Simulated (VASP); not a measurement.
# Fe (Fm-3m) in VASP: a series of runs, part 2 of 2

VASP 6.6.1. Earlier steps stand in the parts before.

### 3 Single point, PBE, collinear spin, ferromagnetic start

INCAR reads:

```
SYSTEM = Fe
  PREC = Accurate
  ENCUT = 520
  EDIFF = 1E-7
  ISMEAR = -1
  SIGMA = 0.1
  LREAL = .FALSE.
  LASPH = .TRUE.
  NELM = 150
  ALGO = Normal
  ISIF = 2
  LWAVE = .FALSE.
  LCHARG = .FALSE.
  ISPIN = 2
  MAGMOM = 0.4 0.4
  LORBIT = 11
  LMAXMIX = 4
  GGA = PE
  NBANDS = 19
```

KPOINTS reads:

```
regular mesh
0
G
  12 12 6
  0 0 0
```

POSCAR reads:

```
Fe
1.0
    0.0000000000      1.7545000000      1.7545000000
    1.7545000000      0.0000000000      1.7545000000
    3.5090000000      3.5090000000      0.0000000000
Fe
2
Direct
    0.0000000000      0.0000000000      0.0000000000
    0.0000000000      0.0000000000      0.5000000000
```

Potentials or basis: VASP PAW PBE potentials, release 64 (Fe).

The run is started by

```bash
> cat potpaw_PBE.64/Fe/POTCAR > POTCAR
> mpirun -np 1 vasp_std > vasp.out
```

OUTCAR:

```text
SYSTEM = Fe
   PREC = Accurate
   ENCUT = 520
   EDIFF = 1E-7
   ISMEAR = -1
   LREAL = .FALSE.
   LASPH = .TRUE.
   NELM = 150
   ISIF = 2
   ISPIN = 2
   LORBIT = 11
   GGA = PE

 ion  position               nearest neighbor table
   1  0.000  0.000  0.000-   2 2.48   2 2.48   2 2.48   2 2.48   2 2.48   2 2.48
   2  0.000  0.000  0.500-   1 2.48   1 2.48   1 2.48   1 2.48   1 2.48   1 2.48

  LATTYP: Found a trigonal (rhomboedric) cell.
 ALAT       =     4.2976297537
 COS(alpha) =     0.8333333333

  Lattice vectors:

 A1 = (   3.5090000000,   1.7545000000,  -1.7545000000)
 A2 = (   1.7545000000,   1.7545000000,  -3.5090000000)
 A3 = (   1.7545000000,   3.5090000000,  -1.7545000000)

Analysis of symmetry for initial positions (statically):
=====================================================================
 Subroutine PRICEL returns following result:

  LATTYP: Found a face centered cubic cell.
 ALAT       =     3.5090000000
[... 12 lines left out ...]
 Subroutine GETGRP returns: Found 12 space group operations
 (whereof 12 operations were pure point group operations)
 out of a pool of 12 trial point group operations.

The static configuration has the point symmetry D_3d.

Analysis of symmetry for dynamics (positions and initial velocities):
=====================================================================
 Subroutine PRICEL returns following result:

  LATTYP: Found a face centered cubic cell.
 ALAT       =     3.5090000000
[... 12 lines left out ...]
 Subroutine GETGRP returns: Found 12 space group operations
 (whereof 12 operations were pure point group operations)
 out of a pool of 12 trial point group operations.

The dynamic configuration has the point symmetry D_3d.

Analysis of structural, dynamic, and magnetic symmetry:
=====================================================================
 Subroutine PRICEL returns following result:

  LATTYP: Found a face centered cubic cell.
 ALAT       =     3.5090000000
[... 12 lines left out ...]
 Subroutine GETGRP returns: Found 12 space group operations
 (whereof 12 operations were pure point group operations)
 out of a pool of 12 trial point group operations.

The overall configuration has the point symmetry D_3d.

 Subroutine INISYM returns: Found 12 space group operations
 (whereof 12 operations are pure point group operations),
 and found     2 'primitive' translations

----------------------------------------------------------------------------------------

                                     Primitive cell

  volume of cell :      10.8017

  direct lattice vectors                    reciprocal lattice vectors
     0.000000000  1.754500000  1.754500000    -0.284981476  0.284981476  0.284981476
     1.754500000  0.000000000  1.754500000     0.284981476 -0.284981476  0.284981476
     1.754500000  1.754500000  0.000000000     0.284981476  0.284981476 -0.284981476

  length of vectors
     2.481237695  2.481237695  2.481237695     0.493602396  0.493602396  0.493602396

  position of ions in fractional coordinates (direct lattice)
     0.000000000  0.000000000  0.000000000

  ion indices of the primitive-cell ions
   primitive index   ion index
                 1           1

----------------------------------------------------------------------------------------

[... 75 lines left out ...]
   ions per type =               2
   NGX,Y,Z   is equivalent  to a cutoff of  12.06, 12.06, 13.40 a.u.
   NGXF,Y,Z  is equivalent  to a cutoff of  24.12, 24.12, 26.80 a.u.
 SYSTEM =  Fe
   PREC   = accura    normal or accurate (medium, high low for compatibility)
   ISTART =      0    job   : 0-new  1-cont  2-samecut
   ICHARG =      2    charge: 1-file 2-atom 10-const
   ISPIN  =      2    spin polarized calculation?
   LNONCOLLINEAR =      F non collinear calculations
   LSORBIT =      F    spin-orbit coupling
   LASPH  =      T    aspherical Exc in radial PAW
   ENCUT  =  520.0 eV  38.22 Ry    6.18 a.u.   4.61  4.61  9.23*2*pi/ulx,y,z
   NELM   =    150;   NELMIN=  2; NELMDL= -5     # of ELM steps
   EDIFF  = 0.1E-06   stopping-criterion for ELM
   LREAL  =      F    real-space projection
   EDIFFG = 0.1E-05   stopping-criterion for IOM
   NSW    =      0    number of steps for IOM
   IBRION =     -1    ionic relax: 0-MD 1-quasi-New 2-CG
   NFREE  =      0    steps in history (QN), initial steepest desc. (CG)
   ISIF   =      2    stress and relaxation
   ISYM   =      2    0-nonsym 1-usesym 2-fastsym
   POTIM  = 0.5000    time-step for ionic-motion
   TEBEG  =    0.0;   TEEND  =   0.0 temperature during run
   PSTRESS=    0.0 pullay stress
   NELECT =      16.0000    total number of electrons
   NUPDOWN=      -1.0000    fix difference up-down
   EMIN   =  10.00;   EMAX   =-10.00  energy-range for DOS
   EFERMI =   0.00;   METHOD = LEGACY
   ISMEAR =    -1;   SIGMA  =   0.10  broadening in eV -4-tet -1-fermi 0-gaus
   EFERMI_NEDOS =   21; number of points for ismear=-14 and -15
   IALGO  =     38    algorithm
   IMIX   =      4    mixing-type and parameters
     AMIX     =   0.40;   BMIX     =  1.00
     AMIX_MAG =   1.60;   BMIX_MAG =  1.00
  volume/ion in A,a.u.               =      10.80        72.89
  Fermi-wavevector in a.u.,A,eV,Ry     =   1.481181  2.799026 29.849782  2.193897
  Thomas-Fermi vector in A             =   2.595123
   LORBIT       =     11    0 simple, 1 ext, 2 COOP (PROOUT), +10 PAW based schemes
   GGA     = PE    functional components
   LHFCALC =     F    Hartree Fock is set to
   AEXX    =    0.0000 exact exchange contribution
   IVDW    =     0    specifies the selected vdW correction
   LEPSILON=     F    determine dielectric tensor
   LRPA    =     F    only Hartree local field effects (RPA)
 spin polarized calculation
  energy-cutoff  :      520.00
  volume of cell :       21.60
 maximum number of plane-waves:       598
   NGX =  9   NGY =  9   NGZ = 19

 number of electron      15.9999992 magnetization       0.0112614

 number of electron      15.9999992 magnetization      -0.0004018

 Free energy of the ion-electron system (eV)
  ---------------------------------------------------
  ext. energy  EPLUGINS =         0.00000000
  ---------------------------------------------------
  free energy    TOTEN  =       -16.16669037 eV

  energy without entropy =      -16.05379945  energy(sigma->0) =      -16.11024491

 E-fermi :   6.2190     XC(G=0): -13.4544

 val. band max:        6.2017798434   @ k =   0.0833   0.0833   0.0000
 cond. band min:       6.2308743368   @ k =  -0.4167   0.3333   0.0000
 fundamental gap:      0.0290944934
 Fermi energy:         6.2190165728

 spin component 1

 k-point     1 :       0.0000    0.0000    0.0000
  band No.  band energies     occupation
      1      -2.3143      1.00000
      2       1.6712      1.00000
      3       4.6247      1.00000
      4       4.6247      1.00000
      5       4.7089      1.00000
      6       4.7089      1.00000
[... 517 lines left out ...]
     18      28.9521      0.00000
     19      29.4952      0.00000

 [... further k-points ...]

 spin component 2

 k-point     1 :       0.0000    0.0000    0.0000
  band No.  band energies     occupation
      1      -2.3143      1.00000
      2       1.6711      1.00000
      3       4.6244      1.00000
      4       4.6244      1.00000
      5       4.7087      1.00000
      6       4.7087      1.00000
[... 517 lines left out ...]
     18      28.9521      0.00000
     19      29.4952      0.00000

 [... further k-points ...]
[... 5 lines left out ...]
  --------------------------------------------------------------------------------------
  -------------------------------------------------------------------------------------
  Total       -1.7659471     -1.7659471     -1.7659471     -0.0000430      0.0000430      0.0000430
  in kB     -130.9688944   -130.9688944   -130.9688944     -0.0031875      0.0031875      0.0031875
  external PRESSURE =    -130.9688944 kB  Pullay stress =       0.0000000 kB

 VOLUME and BASIS-vectors are now :
 -----------------------------------------------------------------------------
  energy-cutoff  :      520.00
  volume of cell :       21.60
      direct lattice vectors                 reciprocal lattice vectors
     0.000000000  1.754500000  1.754500000    -0.284981476  0.284981476  0.284981476
     1.754500000  0.000000000  1.754500000     0.284981476 -0.284981476  0.284981476
     3.509000000  3.509000000  0.000000000     0.142490738  0.142490738 -0.142490738

 POSITION                                       TOTAL-FORCE (eV/Angst)
 -----------------------------------------------------------------------------------
      0.00000      0.00000      0.00000         0.000000      0.000000     -0.000000
      1.75450      1.75450      0.00000         0.000000     -0.000000      0.000000
 -----------------------------------------------------------------------------------
    total drift:                               -0.000000     -0.000000      0.000000

  FREE ENERGIE OF THE ION-ELECTRON SYSTEM (eV)
  ---------------------------------------------------
  free  energy   TOTEN  =       -16.1666903707 eV

  energy  without entropy=      -16.0537994488  energy(sigma->0) =      -16.11024491

 total charge

# of ion       s       p       d       tot
------------------------------------------
    1        0.510   0.577   6.282   7.368
    2        0.510   0.577   6.282   7.368
--------------------------------------------------
tot          1.019   1.153  12.564  14.737

 magnetization (x)

# of ion       s       p       d       tot
------------------------------------------
    1        0.000   0.000  -0.000  -0.000
    2        0.000   0.000  -0.000  -0.000
--------------------------------------------------
tot          0.000   0.000  -0.000  -0.000
```

OSZICAR:

```text
N       E                     dE             d eps       ncg     rms          rms(c)
DAV:   1     0.747544027601E+02    0.74754E+02   -0.69424E+03  8096   0.107E+03
DAV:   2    -0.158688720647E+02   -0.90623E+02   -0.79376E+02  7511   0.202E+02
DAV:   3    -0.193268514653E+02   -0.34580E+01   -0.32694E+01  8244   0.505E+01
[... 11 lines left out ...]
DAV:  15    -0.161667430336E+02   -0.52595E-04   -0.22267E-04 10613   0.252E-01    0.379E-02
DAV:  16    -0.161666927554E+02    0.50278E-04   -0.86747E-05 10857   0.173E-01    0.131E-02
DAV:  17    -0.161666898847E+02    0.28708E-05   -0.16668E-05 11219   0.579E-02    0.386E-03
DAV:  18    -0.161666903475E+02   -0.46281E-06   -0.83056E-07  7916   0.917E-03    0.284E-03
DAV:  19    -0.161666903707E+02   -0.23190E-07   -0.35229E-08  4304   0.349E-03
   1 F= -.16166690E+02 E0= -.16110245E+02  d E =-.112891E+00  mag=     0.0000
```

stdout:

```text
POSCAR found type information on POSCAR Fe
 POSCAR found :  1 types and       2 ions
 scaLAPACK will be used
 LDA part: xc-table for (Slater+PW92), standard interpolation
 -----------------------------------------------------------------------------
|                                                                             |
|           W    W    AA    RRRRR   N    N  II  N    N   GGGG   !!!           |
|           W    W   A  A   R    R  NN   N  II  NN   N  G    G  !!!           |
|           W    W  A    A  R    R  N N  N  II  N N  N  G       !!!           |
|           W WW W  AAAAAA  RRRRR   N  N N  II  N  N N  G  GGG   !            |
|           WW  WW  A    A  R   R   N   NN  II  N   NN  G    G                |
|           W    W  A    A  R    R  N    N  II  N    N   GGGG   !!!           |
|                                                                             |
|     Your reciprocal lattice and k-lattice belong to different lattice       |
|     classes:                                                                |
|                                                                             |
|        The reciprocal lattice is rhombohedral (trigonal),                   |
|        whereas your k-lattice is body-centered cubic.                       |
|                                                                             |
|     Results are often still useful ...                                      |
|                                                                             |
 -----------------------------------------------------------------------------

 POSCAR, INCAR and KPOINTS ok, starting setup
 FFT: planning ... GRIDC
 FFT: planning ... GRID_SOFT
 FFT: planning ... GRID
 WAVECAR not read
 entering main loop
```

Wall time 71 s (1 thread of AMD EPYC 9R14 (Zen 4), shared host); peak memory 0.15 GiB.

What came out:

| Property | Result |
| --- | --- |
| Free energy | -16.1667 eV |
| Pressure | -13.1 GPa |
| Band gap on the k mesh | zero (filled and empty bands overlap) |
| Net moment | 0.00 μB per cell |
| Valence electrons inside the program's atomic spheres | Fe 7.37 |

Levels at points of the mesh, in eV from the Fermi level:
Spin up:
```
           k point  band 6  band 7  band 8  band 9  band 10  band 11
(0.00, 0.00, 0.00)   -1.51   -1.51   -0.08   -0.08     0.20     0.91
(0.50, 0.00, 0.00)    0.20    0.88    0.91    0.91     1.16     1.16
(0.00, 0.00, 0.50)   -1.26   -1.26   -1.26    0.04     0.04     0.04
(0.50, 0.00, 0.50)   -1.53   -0.45   -0.45    0.98     0.98     3.70
```
Spin down:
```tsv
k point	band 5	band 6	band 7	band 8	band 9	band 10	band 11	band 12
(0.00, 0.00, 0.00)	-1.51	-1.51	-1.51	-0.08	-0.08	0.20	0.91	0.91
(0.50, 0.00, 0.00)	-1.59	0.20	0.88	0.91	0.91	1.16	1.16	3.12
(0.00, 0.00, 0.50)	-1.26	-1.26	-1.26	-1.26	0.04	0.04	0.04	0.04
(0.50, 0.00, 0.50)	-1.53	-1.53	-0.45	-0.45	0.98	0.98	3.70	3.70
```

### 4 Single point, PBE, collinear spin, antiferromagnetic start

INCAR reads:

```
SYSTEM = Fe
ALGO = Normal
EDIFF = 1E-6
ENCUT = 520
GGA = PE
ISIF = 2
ISMEAR = -1
ISPIN = 2
LASPH = .TRUE.
LCHARG = .FALSE.
LMAXMIX = 4
LORBIT = 11
LREAL = .FALSE.
LWAVE = .FALSE.
MAGMOM = 2.6 -2.6
NBANDS = 19
NELM = 150
PREC = Accurate
SIGMA = 0.1
```

KPOINTS reads:

```
k-points
0
G
  12 12 6
  0 0 0
```

POSCAR is that of step 3.

The run is started by

```bash
> cat potpaw_PBE.64/Fe/POTCAR > POTCAR
> mpirun -np 1 vasp_std > vasp.out
```

It took 76 s on 1 thread of AMD EPYC 9R14 (Zen 4), shared host; peak memory 0.15 GiB.

Results (log left out):

```
Free energy                                           : -16.2174 eV
Pressure                                              : -4.9 GPa
Band gap on the k mesh                                : zero (filled and empty bands overlap)
Net moment                                            : 0.00 μB per cell
Site moments                                          : Fe +1.23, -1.23 μB
Valence electrons inside the program's atomic spheres : Fe 7.37
```

Stress tensor (GPa, compression positive):
```
-4.87  2.74 -2.74
 2.74 -4.87 -2.74
-2.74 -2.74 -4.87
```

Levels at points of the mesh, in eV from the Fermi level:
Spin up:
```
           k point  band 4  band 5  band 6  band 7  band 8  band 9  band 10  band 11  band 12  band 13
(0.00, 0.00, 0.00)   -2.00   -1.61   -1.51   -1.51   -0.16   -0.16     0.03     1.14     1.14     7.71
(0.50, 0.00, 0.00)   -1.89   -1.63    0.06    0.32    0.75    1.10     1.19     1.59     2.97     7.72
(0.00, 0.00, 0.50)   -1.84   -1.84   -1.74   -0.80   -0.80   -0.76    -0.76     0.71     0.71    15.56
(0.50, 0.00, 0.50)   -2.65   -2.05   -1.26   -1.26    0.18    0.34     1.57     3.34     3.89     9.71
```
Spin down:
| k point | band 4 | band 5 | band 6 | band 7 | band 8 | band 9 | band 10 | band 11 | band 12 | band 13 |
| --- | --- | --- | --- | --- | --- | --- | --- | --- | --- | --- |
| (0.00, 0.00, 0.00) | -2.00 | -1.61 | -1.51 | -1.51 | -0.16 | -0.16 | 0.03 | 1.14 | 1.14 | 7.71 |
| (0.50, 0.00, 0.00) | -1.89 | -1.63 | 0.06 | 0.32 | 0.75 | 1.10 | 1.19 | 1.59 | 2.97 | 7.72 |
| (0.00, 0.00, 0.50) | -1.84 | -1.84 | -1.74 | -0.80 | -0.80 | -0.76 | -0.76 | 0.71 | 0.71 | 15.56 |
| (0.50, 0.00, 0.50) | -2.65 | -2.05 | -1.26 | -1.26 | 0.18 | 0.34 | 1.57 | 3.34 | 3.89 | 9.71 |

### 5 Single point, PBE, collinear spin

INCAR reads:

```
SYSTEM = Fe
ALGO = Normal
EDIFF = 1E-6
ENCUT = 520
GGA = PE
ISIF = 2
ISMEAR = -1
ISPIN = 2
LASPH = .True.
LCHARG = .False.
LMAXMIX = 4
LORBIT = 11
LREAL = .False.
LWAVE = .False.
MAGMOM = 0 4
NBANDS = 19
NELM = 150
PREC = Accurate
SIGMA = 0.1
```

KPOINTS reads:

```
k-points
0
Gamma
  12 12 6
  0 0 0
```

POSCAR is that of step 4.

The run is started by

```bash
> cat potpaw_PBE.64/Fe/POTCAR > POTCAR
> mpirun -np 1 vasp_std > vasp.out
```

Wall time 90 s (1 thread of AMD EPYC 9R14 (Zen 4), shared host); peak memory 0.15 GiB.

The run converged. Its results:

```
Free energy                                           : -16.2004 eV
Pressure                                              : -7.4 GPa
Net moment                                            : 1.22 μB per cell
Site moments                                          : Fe -0.13, +1.34 μB
Valence electrons inside the program's atomic spheres : Fe 7.38, 7.36
```

Stress tensor (GPa, compression positive):
```
-7.42  0.83 -0.83
 0.83 -7.42 -0.83
-0.83 -0.83 -7.42
```

Levels at points of the mesh, in eV from the Fermi level:
Spin up:
```
           k point  band 5  band 6  band 7  band 8  band 9  band 10  band 11  band 12  band 13  band 14
(0.00, 0.00, 0.00)   -1.78   -1.74   -1.74   -0.59   -0.59     0.07     0.69     0.69     7.58    21.40
(0.50, 0.00, 0.00)   -1.97    0.07    0.16    0.50    0.61     0.92     1.09     2.99     7.59    10.85
(0.00, 0.00, 0.50)   -1.94   -1.94   -1.26   -1.26   -0.86    -0.86     0.13     0.13    15.54    15.60
(0.50, 0.00, 0.50)   -2.06   -1.53   -1.33   -0.38    0.24     0.99     3.28     3.61     9.71     9.93
```
Spin down:
```csv
k point,band 4,band 5,band 6,band 7,band 8,band 9,band 10,band 11
"(0.00, 0.00, 0.00)",-1.53,-1.36,-1.18,-1.18,0.11,0.30,0.30,1.31
"(0.50, 0.00, 0.00)",-1.40,-1.29,0.13,0.96,1.18,1.38,1.39,1.67
"(0.00, 0.00, 0.50)",-1.71,-1.31,-1.31,-0.71,-0.71,-0.05,-0.05,0.80
"(0.50, 0.00, 0.50)",-2.60,-1.62,-1.21,-0.56,0.24,0.96,1.66,3.68
```

Caveat: the moment fell far below its start of 4 μB, so a state of higher moment may lie lower in energy.

### 6 The runs side by side

| spin | gap on the mesh (eV) | pressure (GPa) | moment (μB) |
| --- | --- | --- | --- |
| collinear, antiferromagnetic start | none | -4.9 | 0.00 |
| collinear, ferromagnetic start | none | -13.1 | 0.00 |
| collinear | none | -7.4 | 1.22 |

Alike in all rows: task single point; level PBE; potentials or basis VASP PAW PBE potentials, release 64 (Fe); cell as given; k mesh 12 × 12 × 6; cutoff (eV) 520; smearing fermi-dirac 0.1 eV.

Every run on the cell as given and a fine mesh finds a metal.

Caveats: the moment fell far below its start of 4 μB, so a state of higher moment may lie lower in energy (some runs).

Total energies depend on the potentials used, so only differences within one code and one set of settings carry meaning.
